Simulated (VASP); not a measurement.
Set up this calculation in VASP 6.6.1, as the native input.

```
Task                   : relaxation of cell and atoms
Functional             : PBE
Potentials or basis    : VASP PAW PBE potentials, release 64 (Mg, Cd, O)
Cutoff                 : 600 eV
k mesh                 : 10 × 10 × 6
Occupations            : gaussian, width 0.1 eV
Spin                   : no spin polarisation
Dipole correction      : no
Further INCAR settings : ALGO = Normal; EDIFF = 1e-06; IBRION = 2; EDIFFG = -0.01; NSW = 100; ISIF = 3
```

The structure of MgCdO lies in POSCAR:

```
MgCdO
1.0
    4.0217900626      0.0000000000      0.0000000000
    0.0000000000      4.0217900626      0.0000000000
    0.0000000000      0.0000000000      6.3091602399
Mg Cd O
2 2 2
Direct
    0.0000000000      0.0000000000      0.0000000000
    0.5000000000      0.5000000000      0.0000000000
    0.5000000000      0.0000000000      0.5385321852
    0.0000000000      0.5000000000      0.4614678148
    0.5000000000      0.0000000000      0.9474317402
    0.0000000000      0.5000000000      0.0525682598
```

The cell was built from a structure type or drawn by symmetry, and may not be a known phase.

The input as run:

INCAR

```
SYSTEM = MgCdO
PREC = Accurate
ENCUT = 600
EDIFF = 1E-6
ISMEAR = 0
SIGMA = 0.1
LREAL = .FALSE.
LASPH = .TRUE.
NELM = 60
ALGO = Normal
ISIF = 3
LWAVE = .FALSE.
LCHARG = .FALSE.
GGA = PE
IBRION = 2
NSW = 100
EDIFFG = -0.01
```

KPOINTS

```
regular mesh
0
G
  10 10 6
  0 0 0
```

Potentials or basis: VASP PAW PBE potentials, release 64 (Mg, Cd, O).

Launch:

```sh
$ cat potpaw_PBE.64/Mg/POTCAR potpaw_PBE.64/Cd/POTCAR potpaw_PBE.64/O/POTCAR > POTCAR
$ mpirun -np 1 vasp_std > vasp.out
```

Results of the run:

```json
{
 "Relaxed volume": "16.87 Å³/atom",
 "Relaxed cell": "a = 4.013 Å, b = 4.013 Å, c = 6.286 Å, α = 90.00°, β = 90.00°, γ = 90.00°",
 "Space group after relaxing (to 0.1 Å)": "P4/nmm (No. 129)",
 "Energy gained by relaxing": "0.2 meV/atom",
 "Ionic steps": "5",
 "Pressure after relaxing": "0.0 GPa",
 "Largest force after relaxing": "0.006 eV/Å",
 "Band gap on the k mesh": "zero (bands 20 and 21 overlap by 2.05 eV)"
}
```

Wall time 4.9 min on 1 thread of Intel(R) Xeon(R) 6975P-C (Granite Rapids), on a shared host, peak memory 0.4 GiB.
